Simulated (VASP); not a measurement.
# AlPt (Pm-3m) in VASP: further runs

Runs on AlPt. Level: LDA. Tasks: single point.

Everything below comes from runs of VASP 6.6.1. Logs are shortened: lines on timing, memory, paths and dates and some standing lists are left out, and cuts for length are marked.

## Step 1: The cell of the first run

The structure is cubic, space group Pm-3m (No. 221). The conventional cell has a = 2.533 Å, b = 2.533 Å, c = 2.533 Å, α = 90.00°, β = 90.00°, γ = 90.00°. Al (site symmetry m-3m) has 8 Pt at 2.19 Å and 6 Al at 2.53 Å within 2.9 Å. Pt (site symmetry m-3m) has 8 Al at 2.19 Å and 6 Pt at 2.53 Å within 2.9 Å.

## Step 2: Single point, LDA (volume scaled by 0.55)

The input, INCAR:

```
ALGO     = Normal         # electronic algorithm
EDIFF    = 1E-6           # SCF threshold, eV
ENCUT    = 520            # plane-wave cutoff, eV
GGA      = CA             # functional
ISIF     = 2              # what is computed and relaxed
ISMEAR   = -1             # smearing method
LASPH    = T              # aspherical terms in the spheres
LCHARG   = F              # write CHGCAR
LREAL    = F              # projectors in reciprocal space
LWAVE    = F              # write WAVECAR
NBANDS   = 14             # bands
NELM     = 100            # most SCF steps
PREC     = Accurate       # precision mode
SIGMA    = 0.05           # smearing width, eV
```

The input, KPOINTS:

```
k-points
0
Gamma
  12 12 12
```

The input, POSCAR:

```
AlPt
1.0
    2.5329693968      0.0000000000      0.0000000000
    0.0000000000      2.5329693968      0.0000000000
    0.0000000000      0.0000000000      2.5329693968
Al Pt
1 1
Direct
    0.0000000000      0.0000000000      0.0000000000
    0.5000000000      0.5000000000      0.5000000000
```

Potentials or basis: VASP PAW LDA potentials, release 64 (Al, Pt).

Started as:

```
cat potpaw_LDA.64/Al/POTCAR potpaw_LDA.64/Pt/POTCAR > POTCAR
mpirun -np 1 vasp_std > vasp.out
```

OUTCAR:

```text
EDIFF = 1E-6
   ENCUT = 520
   GGA = CA
   ISIF = 2
   ISMEAR = -1
   LASPH = T
   LREAL = F
   NELM = 100
   PREC = Accurate

 ion  position               nearest neighbor table
   1  0.000  0.000  0.000-   2 2.19   2 2.19   2 2.19   2 2.19   2 2.19   2 2.19   2 2.19   2 2.19

   2  0.500  0.500  0.500-   1 2.19   1 2.19   1 2.19   1 2.19   1 2.19   1 2.19   1 2.19   1 2.19

  LATTYP: Found a simple cubic cell.
 ALAT       =     2.5329693968

  Lattice vectors:

 A1 = (   2.5329693968,   0.0000000000,   0.0000000000)
 A2 = (   0.0000000000,   2.5329693968,   0.0000000000)
 A3 = (   0.0000000000,   0.0000000000,   2.5329693968)

Analysis of symmetry for initial positions (statically):
=====================================================================
 Subroutine PRICEL returns:
 Original cell was already a primitive cell.

 Routine SETGRP: Setting up the symmetry group for a
 simple cubic supercell.

 Subroutine GETGRP returns: Found 48 space group operations
 (whereof 48 operations were pure point group operations)
 out of a pool of 48 trial point group operations.

The static configuration has the point symmetry O_h .

Analysis of symmetry for dynamics (positions and initial velocities):
=====================================================================
 Subroutine PRICEL returns:
 Original cell was already a primitive cell.

 Routine SETGRP: Setting up the symmetry group for a
 simple cubic supercell.

 Subroutine GETGRP returns: Found 48 space group operations
 (whereof 48 operations were pure point group operations)
 out of a pool of 48 trial point group operations.

The dynamic configuration has the point symmetry O_h .

 Subroutine INISYM returns: Found 48 space group operations
 (whereof 48 operations are pure point group operations),
 and found     1 'primitive' translations

----------------------------------------------------------------------------------------

                                     Primitive cell

  volume of cell :      16.2514

  direct lattice vectors                    reciprocal lattice vectors
     2.532969397  0.000000000  0.000000000     0.394793558  0.000000000  0.000000000
     0.000000000  2.532969397  0.000000000     0.000000000  0.394793558  0.000000000
     0.000000000  0.000000000  2.532969397     0.000000000  0.000000000  0.394793558

  length of vectors
     2.532969397  2.532969397  2.532969397     0.394793558  0.394793558  0.394793558

  position of ions in fractional coordinates (direct lattice)
     0.000000000  0.000000000  0.000000000
     0.500000000  0.500000000  0.500000000

  ion indices of the primitive-cell ions
   primitive index   ion index
                 1           1
                 2           2

----------------------------------------------------------------------------------------

 KPOINTS: k-points

Automatic generation of k-mesh.
 Grid dimensions read from file:
 generate k-points for:   12   12   12

 Generating k-lattice:

  Cartesian coordinates                     Fractional coordinates (reciprocal lattice)
     0.032899463  0.000000000  0.000000000     0.083333333  0.000000000  0.000000000
     0.000000000  0.032899463  0.000000000     0.000000000  0.083333333  0.000000000
     0.000000000  0.000000000  0.032899463     0.000000000  0.000000000  0.083333333

  Length of vectors
     0.032899463  0.032899463  0.032899463

  Shift w.r.t. Gamma in fractional coordinates (k-lattice)
     0.000000000  0.000000000  0.000000000

 Subroutine IBZKPT returns following result:
 ===========================================

 Found     84 irreducible k-points:

 Following reciprocal coordinates:
            Coordinates               Weight
  0.000000  0.000000  0.000000      1.000000
  0.083333  0.000000  0.000000      6.000000
  0.166667  0.000000  0.000000      6.000000
  0.250000  0.000000  0.000000      6.000000
  0.333333  0.000000  0.000000      6.000000
  0.416667  0.000000  0.000000      6.000000
[... 16 lines left out ...]
  0.333333  0.333333  0.000000     12.000000
  0.416667  0.333333  0.000000     24.000000
 [... further k-points ...]
   k-points           NKPTS =     84   k-points in BZ     NKDIM =     84   number of bands    NBANDS=     14
   number of dos      NEDOS =    301   number of ions     NIONS =      2
   total plane-waves  NPLWV =   8000
   dimension x,y,z NGX =    20 NGY =   20 NGZ =   20
   dimension x,y,z NGXF=    40 NGYF=   40 NGZF=   40
   ions per type =               1   1
   NGX,Y,Z   is equivalent  to a cutoff of  13.13, 13.13, 13.13 a.u.
   NGXF,Y,Z  is equivalent  to a cutoff of  26.25, 26.25, 26.25 a.u.
 SYSTEM =  unknown system
   PREC   = accura    normal or accurate (medium, high low for compatibility)
   ISTART =      0    job   : 0-new  1-cont  2-samecut
   ICHARG =      2    charge: 1-file 2-atom 10-const
   ISPIN  =      1    spin polarized calculation?
   LNONCOLLINEAR =      F non collinear calculations
   LSORBIT =      F    spin-orbit coupling
   LASPH  =      T    aspherical Exc in radial PAW
   ENCUT  =  520.0 eV  38.22 Ry    6.18 a.u.   4.71  4.71  4.71*2*pi/ulx,y,z
   NELM   =    100;   NELMIN=  2; NELMDL= -5     # of ELM steps
   EDIFF  = 0.1E-05   stopping-criterion for ELM
   LREAL  =      F    real-space projection
   EDIFFG = 0.1E-04   stopping-criterion for IOM
   NSW    =      0    number of steps for IOM
   IBRION =     -1    ionic relax: 0-MD 1-quasi-New 2-CG
   NFREE  =      0    steps in history (QN), initial steepest desc. (CG)
   ISIF   =      2    stress and relaxation
   ISYM   =      2    0-nonsym 1-usesym 2-fastsym
   POTIM  = 0.5000    time-step for ionic-motion
   TEBEG  =    0.0;   TEEND  =   0.0 temperature during run
   PSTRESS=    0.0 pullay stress
   NELECT =      13.0000    total number of electrons
   NUPDOWN=      -1.0000    fix difference up-down
   EMIN   =  10.00;   EMAX   =-10.00  energy-range for DOS
   EFERMI =   0.00;   METHOD = LEGACY
   ISMEAR =    -1;   SIGMA  =   0.05  broadening in eV -4-tet -1-fermi 0-gaus
   EFERMI_NEDOS =   21; number of points for ismear=-14 and -15
   IALGO  =     38    algorithm
   IMIX   =      4    mixing-type and parameters
     AMIX     =   0.40;   BMIX     =  1.00
     AMIX_MAG =   1.60;   BMIX_MAG =  1.00
  volume/ion in A,a.u.               =       8.13        54.83
  Fermi-wavevector in a.u.,A,eV,Ry     =   1.519705  2.871826 31.422707  2.309504
  Thomas-Fermi vector in A             =   2.628655
   LORBIT       =      0    0 simple, 1 ext, 2 COOP (PROOUT), +10 PAW based schemes
   GGA     = CA    functional components
   LHFCALC =     F    Hartree Fock is set to
   AEXX    =    0.0000 exact exchange contribution
   IVDW    =     0    specifies the selected vdW correction
   LEPSILON=     F    determine dielectric tensor
   LRPA    =     F    only Hartree local field effects (RPA)
 non-spin polarized calculation
  energy-cutoff  :      520.00
  volume of cell :       16.25
 maximum number of plane-waves:       461
 NGX is ok and might be reduce to    20
   NGX =  9   NGY =  9   NGZ =  9

 number of electron      13.0000000 magnetization

 Free energy of the ion-electron system (eV)
  ---------------------------------------------------
  ext. energy  EPLUGINS =         0.00000000
  ---------------------------------------------------
  free energy    TOTEN  =        -4.36627651 eV

  energy without entropy =       -4.35930949  energy(sigma->0) =       -4.36279300

 E-fermi :  23.8026     XC(G=0): -15.5031

 val. band max:       23.7968357871   @ k =   0.5000   0.4167   0.4167
 cond. band min:      23.8287957474   @ k =   0.4167   0.3333   0.1667
 fundamental gap:      0.0319599603
 Fermi energy:        23.8026268808

 k-point     1 :       0.0000    0.0000    0.0000
  band No.  band energies     occupation
      1       4.8008      2.00000
      2      10.7401      2.00000
      3      10.7401      2.00000
      4      18.3979      2.00000
      5      18.3979      2.00000
      6      18.3979      2.00000
      7      28.0789      0.00000
      8      28.0789      0.00000
      9      28.0789      0.00000
     10      33.9666      0.00000
     11      33.9666      0.00000
     12      41.8019      0.00000
     13      41.8019      0.00000
     14      41.8019      0.00000

 k-point     2 :       0.0833    0.0000    0.0000
  band No.  band energies     occupation
      1       5.0201      2.00000
      2      10.8206      2.00000
      3      10.9174      2.00000
      4      18.0786      2.00000
      5      18.0786      2.00000
      6      18.4362      2.00000
      7      27.2888      0.00000
      8      28.4768      0.00000
      9      28.4768      0.00000
     10      32.9805      0.00000
     11      34.6050      0.00000
     12      41.9247      0.00000
     13      41.9247      0.00000
     14      42.9931      0.00000

 k-point     3 :       0.1667    0.0000    0.0000
  band No.  band energies     occupation
      1       5.6374      2.00000
      2      11.0495      2.00000
      3      11.4121      2.00000
      4      17.3140      2.00000
      5      17.3140      2.00000
      6      18.5425      2.00000
      7      25.6952      0.00000
      8      29.4479      0.00000
      9      29.4479      0.00000
     10      31.0164      0.00000
     11      35.7722      0.00000
     12      42.1244      0.00000
     13      42.1244      0.00000
     14      45.2963      0.00000
[... 324 lines left out ...]
 k-point    23 :       0.3333    0.3333    0.0000
  band No.  band energies     occupation
      1       9.4093      2.00000
      2      11.1038      2.00000
      3      15.0266      2.00000
      4      15.4214      2.00000
      5      15.9625      2.00000
      6      16.0679      2.00000
      7      23.4110      1.99921
      8      27.0417      0.00000
      9      30.9601      0.00000
     10      36.0700      0.00000
     11      38.1567      0.00000
     12      38.7285      0.00000
     13      39.0786      0.00000
     14      43.0532      0.00000

 k-point    24 :       0.4167    0.3333    0.0000
  band No.  band energies     occupation
      1       9.4770      2.00000
      2      11.1111      2.00000
      3      15.3238      2.00000
      4      15.5011      2.00000
      5      16.0986      2.00000
      6      16.5331      2.00000
      7      22.7246      2.00000
      8      27.0839      0.00000
      9      31.1759      0.00000
     10      35.5701      0.00000
     11      36.4353      0.00000
     12      39.3634      0.00000
     13      40.1836      0.00000
     14      42.6085      0.00000

 [... further k-points ...]
[... 5 lines left out ...]
  --------------------------------------------------------------------------------------
  -------------------------------------------------------------------------------------
  Total       41.7866235     41.7866235     41.7866235     -0.0000000      0.0000000     -0.0000000
  in kB     4119.6283149   4119.6283149   4119.6283149     -0.0000000      0.0000000     -0.0000000
  external PRESSURE =    4119.6283149 kB  Pullay stress =       0.0000000 kB

 VOLUME and BASIS-vectors are now :
 -----------------------------------------------------------------------------
  energy-cutoff  :      520.00
  volume of cell :       16.25
      direct lattice vectors                 reciprocal lattice vectors
     2.532969397  0.000000000  0.000000000     0.394793558  0.000000000  0.000000000
     0.000000000  2.532969397  0.000000000     0.000000000  0.394793558  0.000000000
     0.000000000  0.000000000  2.532969397     0.000000000  0.000000000  0.394793558

 POSITION                                       TOTAL-FORCE (eV/Angst)
 -----------------------------------------------------------------------------------
      0.00000      0.00000      0.00000         0.000000      0.000000      0.000000
      1.26648      1.26648      1.26648         0.000000      0.000000      0.000000
 -----------------------------------------------------------------------------------
    total drift:                               -0.000000      0.000000     -0.000000

  FREE ENERGIE OF THE ION-ELECTRON SYSTEM (eV)
  ---------------------------------------------------
  free  energy   TOTEN  =        -4.3662765126 eV

  energy  without entropy=       -4.3593094886  energy(sigma->0) =       -4.36279300
```

Wall time 11 s (1 thread of AMD EPYC 7R13 (Zen 3), shared host); peak memory 0.1 GiB.

Results:

* Free energy: -4.3663 eV
* Pressure: 412.0 GPa

Levels at points of the mesh, in eV from the Fermi level:
```
           k point  band 3  band 4  band 5  band 6  band 7  band 8  band 9  band 10  band 11  band 12
(0.00, 0.00, 0.00)  -13.06   -5.40   -5.40   -5.40    4.28    4.28    4.28    10.16    10.16    18.00
(0.50, 0.00, 0.00)  -10.95   -8.76   -8.76   -4.80   -0.90    2.13    8.73     8.73    12.52    17.02
(0.50, 0.50, 0.00)   -8.38   -8.38   -6.25   -6.25   -2.24    2.72    8.83    10.63    12.57    12.57
(0.50, 0.50, 0.50)  -13.67   -1.99   -1.99    0.53    0.53    0.53    1.81    10.71    10.71    10.71
```

Caveat: spin-orbit coupling is left out, which moves the levels of the heavy elements.

[end of part 1 of 2]
